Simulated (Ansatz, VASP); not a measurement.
Two plane-wave programs on BaBe5H10

File INCAR:

```
SYSTEM = BaBe5H10
PREC = Accurate ; ENCUT = 600
EDIFF = 1E-7 ; ISMEAR = 0
SIGMA = 0.1 ; LREAL = Auto
LASPH = .TRUE. ; NELM = 100
ALGO = Normal ; ISIF = 3
LWAVE = .FALSE. ; LCHARG = .FALSE.
GGA = PE ; IBRION = 2
NSW = 80 ; EDIFFG = -0.025
```

File KPOINTS:

```
regular mesh
0
G
  4 4 2
  0 0 0
```

The input POSCAR:

```
BaBe5H10
1.0
    4.4901737961     -0.0048737954      0.0795112122
   -0.0053985468      4.9991701409      0.0352457480
   -1.3962434366      0.0489449290      6.7052890682
Ba Be H
1 5 10
Direct
    0.8652662268      0.5187446860      0.5916904616
    0.5401715040     -0.0435156506      0.2863178315
    0.5733376116      0.7751580516     -0.0086145521
    0.5213787072      0.2353296875      0.0335632581
    0.4169364117      0.0473231707      0.7100189351
    0.0600251051      0.0196323558      0.0264371716
    0.6299734487      0.6572434243      0.2507476240
    0.6163499404      0.2779515993      0.2264689371
    0.5760981379      0.0116095213      0.4970333699
    0.0627755873     -0.0080783392      0.2579603420
    0.4451869711      0.5236504829      0.9808876205
    0.4314449601      0.7127018771      0.7365260207
    0.8946211265      0.7507202319      1.0350403677
    0.4449191418      0.2467589877      0.7583551129
    0.9294732394      0.2595038180      1.0262548399
   -0.0079481195      0.0152660956      0.5913116595
```

Input for Ansatz:

```yaml
crystal:
  lattice:
    - [4.4901737961, -0.0048737954, 0.0795112122]
    - [-0.0053985468, 4.9991701409, 0.035245748]
    - [-1.3962434366, 0.048944929, 6.7052890682]
  atoms:
    - { symbol: Ba, position: [0.8652662268, 0.518744686, 0.5916904616] }
    - { symbol: Be, position: [0.540171504, -0.0435156506, 0.2863178315] }
    - { symbol: Be, position: [0.5733376116, 0.7751580516, -0.0086145521] }
    - { symbol: Be, position: [0.5213787072, 0.2353296875, 0.0335632581] }
    - { symbol: Be, position: [0.4169364117, 0.0473231707, 0.7100189351] }
    - { symbol: Be, position: [0.0600251051, 0.0196323558, 0.0264371716] }
    - { symbol: H, position: [0.6299734487, 0.6572434243, 0.250747624] }
    - { symbol: H, position: [0.6163499404, 0.2779515993, 0.2264689371] }
    - { symbol: H, position: [0.5760981379, 0.0116095213, 0.4970333699] }
    - { symbol: H, position: [0.0627755873, -0.0080783392, 0.257960342] }
    - { symbol: H, position: [0.4451869711, 0.5236504829, 0.9808876205] }
    - { symbol: H, position: [0.4314449601, 0.7127018771, 0.7365260207] }
    - { symbol: H, position: [0.8946211265, 0.7507202319, 1.0350403677] }
    - { symbol: H, position: [0.4449191418, 0.2467589877, 0.7583551129] }
    - { symbol: H, position: [0.9294732394, 0.259503818, 1.0262548399] }
    - { symbol: H, position: [-0.0079481195, 0.0152660956, 0.5913116595] }
basis:
  ecutwfc: 420
kpoints:
  mp_grid: { grid: [4, 4, 2] }
hamiltonian:
  xc: pbe
scf:
  occupations: { method: gaussian, width: 0.1 }
  lower_state_search: "off"
output:
  forces: true
  stress: true
  eigenvalues: true
relax:
  adjacent_minimum: "off"
  f_tol: 0.025
  max_steps: 60
  cell: { stress_tol: 0.25 }
```

Change from the starting cell: cell x1, atoms moved at random (sigma 0.15 Å) and cell strained at random (1.5 %), then relaxed without symmetry.

Alike in both runs: task relaxation of cell and atoms; functional PBE; k mesh 4 × 4 × 2; occupations gaussian, width 0.1 eV; no spin polarisation.

|  | VASP | Ansatz |
| --- | --- | --- |
| version | VASP 6.6.1 | Ansatz 0.2.0 |
| potentials or method | VASP PAW PBE potentials, release 64 (Ba_sv, Be, H), cutoff 600 eV | scalar-relativistic, plane waves, PAW |
| valence electrons in the cell | 30 | 30 |

```tsv
	VASP	Ansatz	Ansatz less VASP
gap on the k mesh at the Fermi level, each at its own relaxed structure (eV)	0.80	2.47	+1.665
relaxed volume (Å³/atom)	9.27	10.42	+1.150
relaxed cell length with the largest relative difference (Å)	6.817	8.266	+1.4483
```

One of these differences is far larger than is usual between the two programs; its cause wasn't traced.

The k mesh is coarse, so the values compare programs but aren't converged. Neither program's run includes spin-orbit coupling.
